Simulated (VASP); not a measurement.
Wanted: the native input for a VASP 6.6.1 run.

```
Task                   : single point
Functional             : PBE
Potentials or basis    : VASP PAW PBE potentials, release 64 (Dy_3, Mg, F), 4f in core
Cutoff                 : 600 eV
k mesh                 : 10 × 10 × 4
Occupations            : gaussian, width 0.1 eV
Spin                   : no spin polarisation
Dipole correction      : no
Further INCAR settings : ALGO = Normal; EDIFF = 1e-06; NBANDS = 27
```

The structure of DyMgF lies in POSCAR:

```
DyMgF
1.0
    3.3495524728      0.0000000000      0.0000000000
    0.0000000000      3.3495524728      0.0000000000
    0.0000000000      0.0000000000      9.8878671636
Dy Mg F
2 2 2
Direct
    0.0000000000      0.5000000000      0.3758776374
    0.5000000000      0.0000000000      0.6241223626
    0.0000000000      0.5000000000      0.8785861832
    0.5000000000      0.0000000000      0.1214138168
    0.0000000000      0.0000000000      0.0000000000
    0.5000000000      0.5000000000      0.0000000000
```

These files were run (other wordings do the same):

INCAR

```
ALGO = Normal
EDIFF = 1E-6
ENCUT = 600
GGA = PE
GGA_COMPAT = False
ISIF = 2
ISMEAR = 0
LASPH = True
LCHARG = False
LMAXMIX = 6
LREAL = False
LWAVE = False
NBANDS = 27
NELM = 200
PREC = Accurate
SIGMA = 0.1
```

KPOINTS

```
k-points
0
Gamma
  10 10 4
```

Potentials or basis: VASP PAW PBE potentials, release 64 (Dy_3, Mg, F), 4f in core.

Command:

```bash
$ cat potpaw_PBE.64/Dy_3/POTCAR potpaw_PBE.64/Mg/POTCAR potpaw_PBE.64/F/POTCAR > POTCAR
$ mpirun -np 1 vasp_std > vasp.out
```

Results of the run:

```yaml
Pressure: 7.4 GPa
Largest_force: 0.062 eV/Å
Band_gap_on_the_k_mesh: zero (bands 18 and 19 overlap by 0.80 eV)
```

Caveat: the cell stands under pressure; spin-orbit coupling is left out, which moves the levels of the heavy elements; the 4f electrons are frozen in the core, so they carry no moment and show no levels; the run has no spin polarisation, though such a crystal can be magnetic.

It took 88 s on 1 thread of Intel(R) Xeon(R) 6975P-C (Granite Rapids), on a shared host, peak memory 0.39 GiB.
